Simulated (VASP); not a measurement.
# ErBe (P4mm) in VASP: relaxation of cell and atoms with PBE

Aim: the relaxation of cell and atoms of ErBe with PBE.

All numbers are computed with VASP 6.6.1; they aren't measurements. Logs are shortened: lines on timing, memory, paths and dates and some standing lists are left out, and cuts for length are marked.

## 1. The cell of the first run

Symmetry: P4mm, No. 99, tetragonal system. The conventional cell has a = 2.609 Å, b = 2.609 Å, c = 4.738 Å, α = 90.00°, β = 90.00°, γ = 90.00°. Within 2.8 Å of Er (site symmetry 4mm) lie 2 Be at 2.03 to 2.71 Å and 4 Er at 2.61 Å. Within 2.8 Å of Be (site symmetry 4mm) lie 2 Er at 2.03 to 2.71 Å and 4 Be at 2.61 Å.

The cell was generated, and may not be a known phase.

## 2. Relaxation of cell and atoms, PBE

Input file INCAR:

```
PREC = Accurate
ENCUT = 600
EDIFF = 1E-7
ISMEAR = 0
SIGMA = 0.2
LREAL = F
LASPH = T
NELM = 200
ALGO = Normal
ISIF = 3
LWAVE = F
LCHARG = F
GGA = PE
IBRION = 2
NSW = 36
EDIFFG = -0.08
GGA_COMPAT = F
NELMIN = 4
LMAXMIX = 6
```

Input file KPOINTS:

```
Automatic mesh
0
Gamma
  7 7 4
```

Input file POSCAR:

```
ErBe
1.0
    2.6091126500      0.0000000000      0.0000000000
    0.0000000000      2.6091126500      0.0000000000
    0.0000000000      0.0000000000      4.7384011600
Er Be
1 1
Direct
    0.5000000000      0.5000000000      0.2765149300
    0.5000000000      0.5000000000      0.8491287200
```

Potentials or basis: VASP PAW PBE potentials, release 64 (Er_3, Be), 4f in core.

Run with:

```
$ cat potpaw_PBE.64/Er_3/POTCAR potpaw_PBE.64/Be/POTCAR > POTCAR
$ mpirun -np 1 vasp_std > vasp.out
```

OUTCAR:

```text
PREC = Accurate
   ENCUT = 600
   EDIFF = 1E-7
   ISMEAR = 0
   LREAL = F
   LASPH = T
   NELM = 200
   ISIF = 3
   GGA = PE
   IBRION = 2
   NSW = 36
   EDIFFG = -0.08
   NELMIN = 4

 ion  position               nearest neighbor table
   1  0.500  0.500  0.277-   2 2.03   2 2.71
   2  0.500  0.500  0.849-   1 2.03   1 2.71

  LATTYP: Found a simple tetragonal cell.
 ALAT       =     2.6091126500
 C/A-ratio  =     1.8160968098

  Lattice vectors:

 A1 = (   2.6091126500,   0.0000000000,   0.0000000000)
 A2 = (   0.0000000000,   2.6091126500,   0.0000000000)
 A3 = (   0.0000000000,   0.0000000000,   4.7384011600)

Analysis of symmetry for initial positions (statically):
=====================================================================
 Subroutine PRICEL returns:
 Original cell was already a primitive cell.

 Routine SETGRP: Setting up the symmetry group for a
 simple tetragonal supercell.

 Subroutine GETGRP returns: Found  8 space group operations
 (whereof  8 operations were pure point group operations)
 out of a pool of 16 trial point group operations.

The static configuration has the point symmetry C_4v.

Analysis of symmetry for dynamics (positions and initial velocities):
=====================================================================
 Subroutine PRICEL returns:
 Original cell was already a primitive cell.

 Routine SETGRP: Setting up the symmetry group for a
 simple tetragonal supercell.

 Subroutine GETGRP returns: Found  8 space group operations
 (whereof  8 operations were pure point group operations)
 out of a pool of 16 trial point group operations.

The dynamic configuration has the point symmetry C_4v.

 Subroutine INISYM returns: Found  8 space group operations
 (whereof  8 operations are pure point group operations),
 and found     1 'primitive' translations

----------------------------------------------------------------------------------------

                                     Primitive cell

  volume of cell :      32.2565

  direct lattice vectors                    reciprocal lattice vectors
     2.609112650  0.000000000  0.000000000     0.383272068  0.000000000  0.000000000
     0.000000000  2.609112650  0.000000000     0.000000000  0.383272068  0.000000000
     0.000000000  0.000000000  4.738401160     0.000000000  0.000000000  0.211041650

  length of vectors
     2.609112650  2.609112650  4.738401160     0.383272068  0.383272068  0.211041650

  position of ions in fractional coordinates (direct lattice)
     0.500000000  0.500000000  0.276514930
     0.500000000  0.500000000  0.849128720

  ion indices of the primitive-cell ions
   primitive index   ion index
                 1           1
                 2           2

----------------------------------------------------------------------------------------

 KPOINTS: Automatic mesh

Automatic generation of k-mesh.
 Grid dimensions read from file:
 generate k-points for:    7    7    4

 Generating k-lattice:

  Cartesian coordinates                     Fractional coordinates (reciprocal lattice)
     0.054753153  0.000000000  0.000000000     0.142857143  0.000000000  0.000000000
     0.000000000  0.054753153  0.000000000     0.000000000  0.142857143  0.000000000
     0.000000000  0.000000000  0.052760413     0.000000000  0.000000000  0.250000000

  Length of vectors
     0.054753153  0.054753153  0.052760413

  Shift w.r.t. Gamma in fractional coordinates (k-lattice)
     0.000000000  0.000000000  0.000000000

 Subroutine IBZKPT returns following result:
 ===========================================

 Found     30 irreducible k-points:

 Following reciprocal coordinates:
            Coordinates               Weight
  0.000000  0.000000  0.000000      1.000000
  0.142857  0.000000  0.000000      4.000000
  0.285714  0.000000  0.000000      4.000000
  0.428571  0.000000  0.000000      4.000000
  0.142857  0.142857  0.000000      4.000000
  0.285714  0.142857  0.000000      8.000000
[... 16 lines left out ...]
  0.285714  0.000000  0.500000      4.000000
  0.428571  0.000000  0.500000      4.000000
 [... further k-points ...]
   k-points           NKPTS =     30   k-points in BZ     NKDIM =     30   number of bands    NBANDS=      9
   number of dos      NEDOS =    301   number of ions     NIONS =      2
   total plane-waves  NPLWV =  23040
   dimension x,y,z NGX =    24 NGY =   24 NGZ =   40
   dimension x,y,z NGXF=    48 NGYF=   48 NGZF=   80
   ions per type =               1   1
   NGX,Y,Z   is equivalent  to a cutoff of  15.29, 15.29, 14.03 a.u.
   NGXF,Y,Z  is equivalent  to a cutoff of  30.58, 30.58, 28.07 a.u.
 SYSTEM =  unknown system
   PREC   = accura    normal or accurate (medium, high low for compatibility)
   ISTART =      0    job   : 0-new  1-cont  2-samecut
   ICHARG =      2    charge: 1-file 2-atom 10-const
   ISPIN  =      1    spin polarized calculation?
   LNONCOLLINEAR =      F non collinear calculations
   LSORBIT =      F    spin-orbit coupling
   LASPH  =      T    aspherical Exc in radial PAW
   ENCUT  =  600.0 eV  44.10 Ry    6.64 a.u.   5.21  5.21  9.46*2*pi/ulx,y,z
   NELM   =    200;   NELMIN=  4; NELMDL= -5     # of ELM steps
   EDIFF  = 0.1E-06   stopping-criterion for ELM
   LREAL  =      F    real-space projection
   EDIFFG = -.8E-01   stopping-criterion for IOM
   NSW    =     36    number of steps for IOM
   IBRION =      2    ionic relax: 0-MD 1-quasi-New 2-CG
   NFREE  =      1    steps in history (QN), initial steepest desc. (CG)
   ISIF   =      3    stress and relaxation
   ISYM   =      2    0-nonsym 1-usesym 2-fastsym
   POTIM  = 0.5000    time-step for ionic-motion
   TEBEG  =    0.0;   TEEND  =   0.0 temperature during run
   PSTRESS=    0.0 pullay stress
   NELECT =      11.0000    total number of electrons
   NUPDOWN=      -1.0000    fix difference up-down
   EMIN   =  10.00;   EMAX   =-10.00  energy-range for DOS
   EFERMI =   0.00;   METHOD = LEGACY
   ISMEAR =     0;   SIGMA  =   0.20  broadening in eV -4-tet -1-fermi 0-gaus
   EFERMI_NEDOS =   21; number of points for ismear=-14 and -15
   IALGO  =     38    algorithm
   IMIX   =      4    mixing-type and parameters
     AMIX     =   0.40;   BMIX     =  1.00
     AMIX_MAG =   1.60;   BMIX_MAG =  1.00
  volume/ion in A,a.u.               =      16.13       108.84
  Fermi-wavevector in a.u.,A,eV,Ry     =   1.143756  2.161385 17.798827  1.308177
  Thomas-Fermi vector in A             =   2.280450
   LORBIT       =      0    0 simple, 1 ext, 2 COOP (PROOUT), +10 PAW based schemes
   GGA     = PE    functional components
   LHFCALC =     F    Hartree Fock is set to
   AEXX    =    0.0000 exact exchange contribution
   IVDW    =     0    specifies the selected vdW correction
   LEPSILON=     F    determine dielectric tensor
   LRPA    =     F    only Hartree local field effects (RPA)
 conjugate gradient relaxation of ions
 non-spin polarized calculation
 Gauss-broadening in eV      SIGMA  =   0.20
  energy-cutoff  :      600.00
  volume of cell :       32.26
 maximum number of plane-waves:      1114
 NGX is ok and might be reduce to    24
   NGX = 11   NGY = 11   NGZ = 19

--------------------------------------- Ionic step        1  -------------------------------------------

 number of electron      11.0000000 magnetization

 Free energy of the ion-electron system (eV)
  ---------------------------------------------------
  ext. energy  EPLUGINS =         0.00000000
  ---------------------------------------------------
  free energy    TOTEN  =        -3.57279069 eV

  energy without entropy =       -3.53994369  energy(sigma->0) =       -3.55636719

 E-fermi :   4.2161     XC(G=0): -10.6850

 val. band max:        4.1588563573   @ k =   0.1429   0.1429   0.2500
 cond. band min:       4.2665209735   @ k =   0.4286   0.1429   0.0000
 fundamental gap:      0.1076646162
 Fermi energy:         4.2161020954

 k-point     1 :       0.0000    0.0000    0.0000
  band No.  band energies     occupation
      1     -20.4600      2.00000
      2     -18.4192      2.00000
      3     -18.4192      2.00000
      4      -2.5338      2.00000
      5       1.9233      2.00000
      6       3.0563      2.00000
      7       5.2218      0.00000
      8      10.4113      0.00000
      9      11.0056      0.00000
[... 265 lines left out ...]
 k-point    24 :       0.4286    0.0000    0.5000
  band No.  band energies     occupation
      1     -21.8650      2.00000
      2     -19.9295      2.00000
      3     -18.0548      2.00000
      4       0.1879      2.00000
      5       3.4778      2.00000
      6       4.3355      0.39837
      7       4.6701      0.00133
      8       8.0011      0.00000
      9       9.2227      0.00000

 [... further k-points ...]
[... 5 lines left out ...]
  --------------------------------------------------------------------------------------
  -------------------------------------------------------------------------------------
  Total        3.4137688      3.4137688     11.0256668      0.0000000      0.0000000      0.0000000
  in kB      169.5614801    169.5614801    547.6435258      0.0000000      0.0000000      0.0000000
  external PRESSURE =     295.5888286 kB  Pullay stress =       0.0000000 kB
[... 89 lines left out ...]
  FREE ENERGIE OF THE ION-ELECTRON SYSTEM (eV)
  ---------------------------------------------------
  free  energy   TOTEN  =        -5.2853261070 eV

  energy  without entropy=       -5.2387067714  energy(sigma->0) =       -5.26201644

[... ionic steps 4 to 7 ...]

--------------------------------------- Ionic step        8  -------------------------------------------

 number of electron      11.0000001 magnetization

------------------------ aborting loop because EDIFF is reached ----------------------------------------
[... 67 lines left out ...]
--------------------------------------- Ionic step       10  -------------------------------------------

 number of electron      11.0000002 magnetization

 Free energy of the ion-electron system (eV)
  ---------------------------------------------------
  ext. energy  EPLUGINS =         0.00000000
  ---------------------------------------------------
  free energy    TOTEN  =        -5.38767029 eV

  energy without entropy =       -5.33791240  energy(sigma->0) =       -5.36279134

 E-fermi :   2.0456     XC(G=0):  -9.1803

 val. band max:        2.0066613879   @ k =   0.2857   0.0000   0.5000
 cond. band min:       2.1397901685   @ k =   0.1429   0.0000   0.0000
 fundamental gap:      0.1331287806
 Fermi energy:         2.0456221372

 k-point     1 :       0.0000    0.0000    0.0000
  band No.  band energies     occupation
      1     -22.4913      2.00000
      2     -21.8458      2.00000
      3     -21.8458      2.00000
      4      -3.6187      2.00000
      5      -0.3204      2.00000
      6       1.5541      1.99949
      7       1.5675      1.99928
      8       6.6462      0.00000
      9       7.8372      0.00000
[... 265 lines left out ...]
 k-point    24 :       0.4286    0.0000    0.5000
  band No.  band energies     occupation
      1     -23.3027      2.00000
      2     -22.3036      2.00000
      3     -21.7073      2.00000
      4      -0.3568      2.00000
      5       0.8128      2.00000
      6       1.6084      1.99801
      7       2.5244      0.00071
      8       4.4314      0.00000
      9       4.9277      0.00000

 [... further k-points ...]
[... 5 lines left out ...]
  --------------------------------------------------------------------------------------
  -------------------------------------------------------------------------------------
  Total       -0.0123419     -0.0123419     -0.0171239      0.0000000      0.0000000     -0.0000000
  in kB       -0.4106715     -0.4106715     -0.5697901      0.0000000      0.0000000     -0.0000000
  external PRESSURE =      -0.4637110 kB  Pullay stress =       0.0000000 kB
[... 17 lines left out ...]
  FREE ENERGIE OF THE ION-ELECTRON SYSTEM (eV)
  ---------------------------------------------------
  free  energy   TOTEN  =        -5.3876702893 eV

  energy  without entropy=       -5.3379124005  energy(sigma->0) =       -5.36279134

 reached required accuracy - stopping structural energy minimisation
```

Run time: 40 s. Hardware: 1 thread of Intel Xeon Platinum 8559C (Emerald Rapids), shared host; peak memory 0.17 GiB.

What came out:

```yaml
Free_energy: -5.3877 eV
Relaxed_volume: 24.08 Å³/atom
Relaxed_cell: a = 2.928 Å, b = 2.928 Å, c = 5.618 Å, α = 90.00°, β = 90.00°, γ = 90.00°
Space_group_after_relaxing_to_0.1_Å: P4/mmm (No. 123)
Energy_gained_by_relaxing: 907.4 meV/atom
Ionic_steps: 10
Pressure_after_relaxing: 0.0 GPa
Band_gap_on_the_k_mesh: zero (an odd number of electrons rules out a gap without spin polarisation)
```

Step by step:
```csv
step,energy change (eV),largest force (eV/Å),pressure (GPa),volume (Å³)
1,0.0000,5.0689,29.56,32.26
2,-1.6621,0.3962,0.69,47.84
3,-1.7125,0.1840,3.93,43.20
4,-1.7140,0.2464,3.31,43.89
5,-1.7140,0.2255,3.53,43.64
6,-1.8047,0.2111,0.65,47.04
7,-1.8100,0.2005,-0.11,48.33
8,-1.8101,0.2013,-0.06,48.24
9,-1.8132,0.1178,-0.06,48.20
10,-1.8149,0.0016,-0.05,48.15
```

Final structure:
```yaml
crystal:
  lattice:
    - [2.92762, 0.00000, 0.00000]
    - [0.00000, 2.92762, 0.00000]
    - [0.00000, 0.00000, 5.61784]
  atoms:
    - { symbol: Er, position: [0.50000, 0.50000, 0.31279] }
    - { symbol: Be, position: [0.50000, 0.50000, 0.81286] }
```

Caveat: the volume moved by over 15 % at a fixed basis, so the end points are rough; spin-orbit coupling is left out, which moves the levels of the heavy elements; the 4f electrons are frozen in the core, so they carry no moment and show no levels.

The gap in the log of VASP goes by the Fermi energy; the results here count the filled bands.